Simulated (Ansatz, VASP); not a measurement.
One calculation of BN, two programs

The input INCAR:

```
PREC = Accurate
ENCUT = 520
EDIFF = 1E-6
ISMEAR = -1
SIGMA = 0.02
LREAL = F
LASPH = T
NELM = 100
ALGO = Normal
ISIF = 2
LWAVE = F
LCHARG = F
GGA = PE
NBANDS = 11
```

KPOINTS

```
regular mesh
0
Gamma
  12 12 12
```

File POSCAR:

```
BN
1.0
    2.4882474826      0.0027783522     -0.2444865124
   -1.2344752300      2.1604232930      0.2445306024
   -0.9249799228     -0.9087833053      3.3134102742
B N
1 1
Direct
    0.9910320786      0.9914197637     -0.0061621980
    0.6571169214      0.3244642363      0.9929671980
```

Input for Ansatz:

```yaml
crystal:
  lattice:
    - [2.4882474826, 0.0027783522, -0.2444865124]
    - [-1.23447523, 2.160423293, 0.2445306024]
    - [-0.9249799228, -0.9087833053, 3.3134102742]
  atoms:
    - { symbol: B, position: [0.9910320786, 0.9914197637, -0.006162198] }
    - { symbol: "N", position: [0.6571169214, 0.3244642363, 0.992967198] }
kpoints:
  mp_grid: { grid: [12, 12, 12] }
  band_path:
    path:
      - [[0.0, 0.0, 0.0], [-0.3498629416676, -0.3498629416676, 0.3498356165276]]
      - [[0.3498630428446, -0.6501369571554, -0.3498747687605], [0.5000001011771, -0.4999998988229, -0.5000001010264], [0.0, 0.0, 0.0], [0.5000001011771, -0.4999998988229, -1.012515733842e-07], [0.3004652528495, -0.6995347471505, 0.1995191629228]]
      - [[-0.3004651516724, -0.3004651516724, 0.8004416843939], [-4.091430480383e-18, 6.972593050846e-19, 0.4999999997748], [0.0, 0.0, 0.0]]
      - [[5.058854359052e-08, -0.4999999494115, 0.4999804236584], [0.0, 0.0, 0.0], [5.058854359461e-08, -0.4999999494115, -1.957611645769e-05]]
    npoints: 10
hamiltonian:
  xc: pbe
scf:
  occupations: { method: fermi_dirac, width: 0.02 }
  n_extra_bands: 4
output:
  forces: true
  stress: true
  eigenvalues: true
  write_density: true
  write_potential: true
  elf: true
  volumetric_format: npy
```

Alike in both runs: task single point; functional PBE; k mesh 12 × 12 × 12; occupations fermi-dirac, width 0.02 eV; no spin polarisation.

|  | VASP | Ansatz |
| --- | --- | --- |
| version | VASP 6.6.1 | Ansatz 0.2.0 |
| potentials or method | VASP PAW PBE potentials, release 64 (B, N) | plane waves, PAW |
| plane-wave cutoff (eV) | 520 | 420 |
| valence electrons in the cell | 8 | 8 |

```tsv
	VASP	Ansatz	Ansatz less VASP
gap on the k mesh at the Fermi level (eV)	4.21	4.22	+0.008
pressure (GPa)	4.7	4.7	-0.09
traceless stress, the component that is largest in VASP (GPa)	-1.26	-1.06	+0.200
rms of the force components (eV/Å)	0.004	0.004	-0.0001
```

Atom by atom the forces differ by 0.000 eV/Å (rms over components). The functional is the same, so the differences come from potentials, cutoffs and numerics. Ansatz's warnings: near symmetry operations not taken.
